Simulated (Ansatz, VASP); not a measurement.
## One calculation of Ni, two programs

The input INCAR:

```
SYSTEM = Ni
PREC = Accurate ; ENCUT = 520
EDIFF = 1E-7 ; ISMEAR = -1
SIGMA = 0.08 ; LREAL = .FALSE.
LASPH = .TRUE. ; NELM = 150
ALGO = Normal ; ISIF = 2
LWAVE = .FALSE. ; LCHARG = .FALSE.
ISPIN = 2 ; MAGMOM = 1 1
LORBIT = 11 ; LMAXMIX = 4
GGA = PS ; NBANDS = 21
```

KPOINTS

```
regular mesh
0
G
  14 14 14
  0 0 0
```

POSCAR

```
Ni
1.0
    0.0000000000      2.5047244419      2.5047244419
    2.5047244419      0.0000000000      2.5047244419
    2.5047244419      2.5047244419      0.0000000000
Ni
2
Direct
   -0.1250000000     -0.1250000000     -0.1250000000
    0.1250000000      0.1250000000      0.1250000000
```

Input for Ansatz:

```yaml
crystal:
  lattice:
    - [0.0, 2.5047244419, 2.5047244419]
    - [2.5047244419, 0.0, 2.5047244419]
    - [2.5047244419, 2.5047244419, 0.0]
  atoms:
    - { symbol: Ni, position: [-0.125, -0.125, -0.125], spin: 1.0 }
    - { symbol: Ni, position: [0.125, 0.125, 0.125], spin: 1.0 }
magnetization:
  spin_polarized: true
kpoints:
  mp_grid: { grid: [14, 14, 14] }
  band_path:
    path:
      - [0.0, 0.0, 0.0]
      - [0.5, 0.0, 0.5]
      - [0.625, 0.25, 0.625]
      - [0.375, 0.375, 0.75]
      - [0.0, 0.0, 0.0]
      - [0.5, 0.5, 0.5]
      - [0.5, 0.25, 0.75]
      - [0.5, 0.0, 0.5]
    npoints: 14
scf:
  occupations: { method: fermi_dirac, width: 0.08 }
hamiltonian:
  xc: pbesol
  pseudopotentials: { kind: all_electron, lapw: { basis_error: 0.001 } }
output:
  forces: true
  stress: true
  eigenvalues: true
  populations: true
  dos: { projected: true, de: 0.2, e_range: [-14, 8] }
```

Alike in both runs: task single point; functional PBEsol; k mesh 14 × 14 × 14; occupations fermi-dirac, width 0.08 eV; collinear spin.

```csv
,VASP,Ansatz
version,VASP 6.6.1,Ansatz 0.2.0
potentials or method,"VASP PAW PBE potentials, release 64 (Ni), cutoff 520 eV","all-electron LAPW, scalar-relativistic"
```

Ansatz gave:

* pressure (GPa): 0.0
* net moment per atom (μB): 0.80
* size of the moment on the site where the two differ most (μB): 0.83

Problem. Which values does VASP return?

Solution. Pressure (GPa): -0.1; net moment per atom (μB): 0.79; size of the moment on the site where the two differ most (μB): 0.78.

VASP's potentials were made for PBE, not for PBEsol. Site moments also hang on the region over which each program counts them. Ansatz ran all-electron here, and VASP with PAW potentials.
